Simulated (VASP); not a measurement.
A run of VASP 6.6.1 is set up as follows.

Contents of INCAR:

```
SYSTEM = Al2O3
PREC = Accurate
ENCUT = 520
EDIFF = 1E-7
ISMEAR = 0
SIGMA = 0.05
LREAL = .FALSE.
LASPH = .TRUE.
NELM = 80
ALGO = Normal
ISIF = 2
LWAVE = .FALSE.
LCHARG = .FALSE.
GGA = PS
NBANDS = 35
```

Contents of KPOINTS:

```
regular mesh
0
G
  6 6 6
  0 0 0
```

The input POSCAR:

```
Al2O3
1.0
    2.2891336982      1.3216319569      4.7151575915
   -2.2891336982      1.3216319569      4.7151575915
    0.0000000000     -2.6432639137      4.7151575915
Al O
4 6
Direct
    0.8558773135      0.8558773135      0.8558773135
    0.6441226865      0.6441226865      0.6441226865
    0.1441226865      0.1441226865      0.1441226865
    0.3558773135      0.3558773135      0.3558773135
    0.0558571577      0.4441428423      0.7500000000
    0.7500000000      0.0558571577      0.4441428423
    0.4441428423      0.7500000000      0.0558571577
    0.9441428423      0.5558571577      0.2500000000
    0.2500000000      0.9441428423      0.5558571577
    0.5558571577      0.2500000000      0.9441428423
```

Potentials or basis: VASP PAW PBE potentials, release 64 (Al, O).

Run with:

```console
$ cat potpaw_PBE.64/Al/POTCAR potpaw_PBE.64/O/POTCAR > POTCAR
$ mpirun -np 1 vasp_std > vasp.out
```

Task: Predict the largest force.

Result: 1.224 eV/Å.

Task: Predict the band gap on the k mesh.

Result: 5.27 eV, direct.

Task: Estimate the pressure.

Result: 4.7 GPa.

Forces on the atoms (eV/Å):
```
Al   0.000  0.000 -1.224
Al   0.000  0.000  1.224
Al   0.000  0.000  1.224
Al   0.000  0.000 -1.224
O    0.116  0.000  0.000
O   -0.058  0.100  0.000
O   -0.058 -0.100  0.000
O   -0.116  0.000  0.000
O    0.058 -0.100  0.000
O    0.058  0.100  0.000
```

Caveat: the PAW data sets were made with another functional, which shifts forces and pressure a little.
